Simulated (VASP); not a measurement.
# YCu2 (Fd-3m) in VASP: single point with LDA

Aim: the single point of YCu2 with LDA.

Program: VASP 6.6.1. These are calculated values, not measurements. Logs are shortened: lines on timing, memory, paths and dates and some standing lists are left out, and cuts for length are marked.

### Step 1. The cell of the first run

The structure is cubic, space group Fd-3m (No. 227). Conventional cell: a = 7.461 Å, b = 7.461 Å, c = 7.461 Å, α = 90.00°, β = 90.00°, γ = 90.00°. Y (site symmetry -43m) has 12 Cu at 3.09 Å and 4 Y at 3.23 Å within 4.1 Å. Within 3.5 Å of Cu (site symmetry -3m) lie 6 Cu at 2.64 Å and 6 Y at 3.09 Å.

### Step 2. Single point, LDA

Input file INCAR:

```
PREC = Accurate ; ENCUT = 520
EDIFF = 1E-6 ; ISMEAR = -1
SIGMA = 0.1 ; LREAL = F
LASPH = T ; NELM = 80
ALGO = Normal ; ISIF = 2
LWAVE = F ; LCHARG = T
GGA = CA ; LELF = T
LVHAR = T ; NBANDS = 42
```

Input file KPOINTS:

```
regular mesh
0
Gamma
  6 6 6
```

Input file POSCAR:

```
YCu2
1.0
    0.0000000000      3.7305950000      3.7305950000
    3.7305950000      0.0000000000      3.7305950000
    3.7305950000      3.7305950000      0.0000000000
Y Cu
2 4
Direct
    0.0000000000      0.0000000000      0.0000000000
    0.2500000000      0.2500000000      0.2500000000
    0.1250000000      0.6250000000      0.6250000000
    0.6250000000      0.1250000000      0.6250000000
    0.6250000000      0.6250000000      0.1250000000
    0.6250000000      0.6250000000      0.6250000000
```

Potentials or basis: VASP PAW LDA potentials, release 64 (Y_sv, Cu).

Started as:

```sh
$ cat potpaw_LDA.64/Y_sv/POTCAR potpaw_LDA.64/Cu/POTCAR > POTCAR
$ mpirun -np 1 vasp_std > vasp.out
```

OUTCAR:

```text
PREC = Accurate
   ENCUT = 520
   EDIFF = 1E-6
   ISMEAR = -1
   LREAL = F
   LASPH = T
   NELM = 80
   ISIF = 2
   GGA = CA

 ion  position               nearest neighbor table
   1  0.000  0.000  0.000-   6 3.09   3 3.09   4 3.09   5 3.09   6 3.09   6 3.09   3 3.09   4 3.09
                             4 3.09   3 3.09   5 3.09   5 3.09   2 3.23   2 3.23   2 3.23   2 3.23
   2  0.250  0.250  0.250-   3 3.09   4 3.09   5 3.09   6 3.09   6 3.09   6 3.09   3 3.09   5 3.09
                             4 3.09   4 3.09   5 3.09   3 3.09   1 3.23   1 3.23   1 3.23   1 3.23
   3  0.125  0.625  0.625-   6 2.64   5 2.64   4 2.64   4 2.64   5 2.64   6 2.64   1 3.09   2 3.09
                             2 3.09   1 3.09   2 3.09   1 3.09
   4  0.625  0.125  0.625-   6 2.64   5 2.64   3 2.64   5 2.64   6 2.64   3 2.64   1 3.09   2 3.09
                             1 3.09   2 3.09   1 3.09   2 3.09
   5  0.625  0.625  0.125-   6 2.64   3 2.64   4 2.64   6 2.64   4 2.64   3 2.64   1 3.09   2 3.09
                             1 3.09   2 3.09   1 3.09   2 3.09
   6  0.625  0.625  0.625-   3 2.64   4 2.64   5 2.64   5 2.64   4 2.64   3 2.64   1 3.09   2 3.09
                             1 3.09   2 3.09   1 3.09   2 3.09

  LATTYP: Found a face centered cubic cell.
 ALAT       =     7.4611900000

  Lattice vectors:

 A1 = (   0.0000000000,   3.7305950000,   3.7305950000)
 A2 = (   3.7305950000,   0.0000000000,   3.7305950000)
 A3 = (   3.7305950000,   3.7305950000,   0.0000000000)

Analysis of symmetry for initial positions (statically):
=====================================================================
 Subroutine PRICEL returns:
 Original cell was already a primitive cell.

 Routine SETGRP: Setting up the symmetry group for a
 face centered cubic supercell.

 Subroutine GETGRP returns: Found 48 space group operations
 (whereof 24 operations were pure point group operations)
 out of a pool of 48 trial point group operations.

The static configuration has the point symmetry T_d .
 The point group associated with its full space group is O_h .

Analysis of symmetry for dynamics (positions and initial velocities):
=====================================================================
 Subroutine PRICEL returns:
 Original cell was already a primitive cell.

 Routine SETGRP: Setting up the symmetry group for a
 face centered cubic supercell.

 Subroutine GETGRP returns: Found 48 space group operations
 (whereof 24 operations were pure point group operations)
 out of a pool of 48 trial point group operations.

The dynamic configuration has the point symmetry T_d .
 The point group associated with its full space group is O_h .

 Subroutine INISYM returns: Found 48 space group operations
[... 100 lines left out ...]
   IBRION =     -1    ionic relax: 0-MD 1-quasi-New 2-CG
   NFREE  =      0    steps in history (QN), initial steepest desc. (CG)
   ISIF   =      2    stress and relaxation
   ISYM   =      2    0-nonsym 1-usesym 2-fastsym
   POTIM  = 0.5000    time-step for ionic-motion
   TEBEG  =    0.0;   TEEND  =   0.0 temperature during run
   PSTRESS=    0.0 pullay stress
   NELECT =      66.0000    total number of electrons
   NUPDOWN=      -1.0000    fix difference up-down
   EMIN   =  10.00;   EMAX   =-10.00  energy-range for DOS
   EFERMI =   0.00;   METHOD = LEGACY
   ISMEAR =    -1;   SIGMA  =   0.10  broadening in eV -4-tet -1-fermi 0-gaus
   EFERMI_NEDOS =   21; number of points for ismear=-14 and -15
   IALGO  =     38    algorithm
   IMIX   =      4    mixing-type and parameters
     AMIX     =   0.40;   BMIX     =  1.00
     AMIX_MAG =   1.60;   BMIX_MAG =  1.00
  volume/ion in A,a.u.               =      17.31       116.79
  Fermi-wavevector in a.u.,A,eV,Ry     =   1.407564  2.659910 26.956344  1.981235
  Thomas-Fermi vector in A             =   2.529810
   LORBIT       =      0    0 simple, 1 ext, 2 COOP (PROOUT), +10 PAW based schemes
   GGA     = CA    functional components
   LHFCALC =     F    Hartree Fock is set to
   AEXX    =    0.0000 exact exchange contribution
   IVDW    =     0    specifies the selected vdW correction
   LEPSILON=     F    determine dielectric tensor
   LRPA    =     F    only Hartree local field effects (RPA)
 non-spin polarized calculation
  energy-cutoff  :      520.00
  volume of cell :      103.84
 maximum number of plane-waves:      2822
   NGX = 19   NGY = 19   NGZ = 19

 number of electron      66.0000011 magnetization

 Free energy of the ion-electron system (eV)
  ---------------------------------------------------
  ext. energy  EPLUGINS =         0.00000000
  ---------------------------------------------------
  free energy    TOTEN  =       -33.47280400 eV

  energy without entropy =      -33.32700409  energy(sigma->0) =      -33.39990405

 E-fermi :   5.4046     XC(G=0): -11.6046

 val. band max:        5.3645800758   @ k =   0.0000   0.0000   0.0000
 cond. band min:       5.4294585445   @ k =   0.3333   0.0000   0.0000
 fundamental gap:      0.0648784687
 Fermi energy:         5.4046119243

 k-point     1 :       0.0000    0.0000    0.0000
  band No.  band energies     occupation
      1     -37.1236      2.00000
      2     -36.9689      2.00000
      3     -17.4114      2.00000
      4     -17.4114      2.00000
      5     -17.4114      2.00000
      6     -17.0212      2.00000
[... 709 lines left out ...]
     41       9.0363      0.00000
     42       9.0363      0.00000

------------------------ aborting loop because EDIFF is reached ----------------------------------------

  FORCE on cell =-STRESS in cart. coord.  units (eV):
  Direction    XX          YY          ZZ          XY          YZ          ZX
  --------------------------------------------------------------------------------------
  -------------------------------------------------------------------------------------
  Total       -5.2478488     -5.2478488     -5.2478488      0.0000000     -0.0000000     -0.0000000
  in kB      -80.9706427    -80.9706427    -80.9706427      0.0000000     -0.0000000     -0.0000000
  external PRESSURE =     -80.9706427 kB  Pullay stress =       0.0000000 kB

 VOLUME and BASIS-vectors are now :
 -----------------------------------------------------------------------------
  energy-cutoff  :      520.00
  volume of cell :      103.84
      direct lattice vectors                 reciprocal lattice vectors
     0.000000000  3.730595000  3.730595000    -0.134026878  0.134026878  0.134026878
     3.730595000  0.000000000  3.730595000     0.134026878 -0.134026878  0.134026878
     3.730595000  3.730595000  0.000000000     0.134026878  0.134026878 -0.134026878

 POSITION                                       TOTAL-FORCE (eV/Angst)
 -----------------------------------------------------------------------------------
      0.00000      0.00000      0.00000        -0.000000     -0.000000     -0.000000
      1.86530      1.86530      1.86530        -0.000000      0.000000      0.000000
      4.66324      2.79795      2.79795         0.000000     -0.000000      0.000000
      2.79795      4.66324      2.79795         0.000000     -0.000000      0.000000
      2.79795      2.79795      4.66324         0.000000     -0.000000      0.000000
      4.66324      4.66324      4.66324         0.000000     -0.000000      0.000000
 -----------------------------------------------------------------------------------
    total drift:                                0.000000      0.000000      0.000000

  FREE ENERGIE OF THE ION-ELECTRON SYSTEM (eV)
  ---------------------------------------------------
  free  energy   TOTEN  =       -33.4728040042 eV

  energy  without entropy=      -33.3270040911  energy(sigma->0) =      -33.39990405
```

stdout:

```text
POSCAR found type information on POSCAR Y Cu
 POSCAR found :  2 types and       6 ions
 scaLAPACK will be used
 LDA part: xc-table for (Slater(with rela. corr.)+CA(PZ))
 , standard interpolation
 POSCAR, INCAR and KPOINTS ok, starting setup
 FFT: planning ... GRIDC
 FFT: planning ... GRID_SOFT
 FFT: planning ... GRID
 WAVECAR not read
 entering main loop
```

Wall time 1.7 min (1 thread of Intel Xeon Platinum 8488C (Sapphire Rapids), shared host); peak memory 0.23 GiB.

What came out:

```yaml
Free_energy: -33.4728 eV
Pressure: -8.1 GPa
Band_gap_on_the_k_mesh: zero (band 33 reaches 5.68 eV, above the bottom of band 34 at 4.86 eV)
```
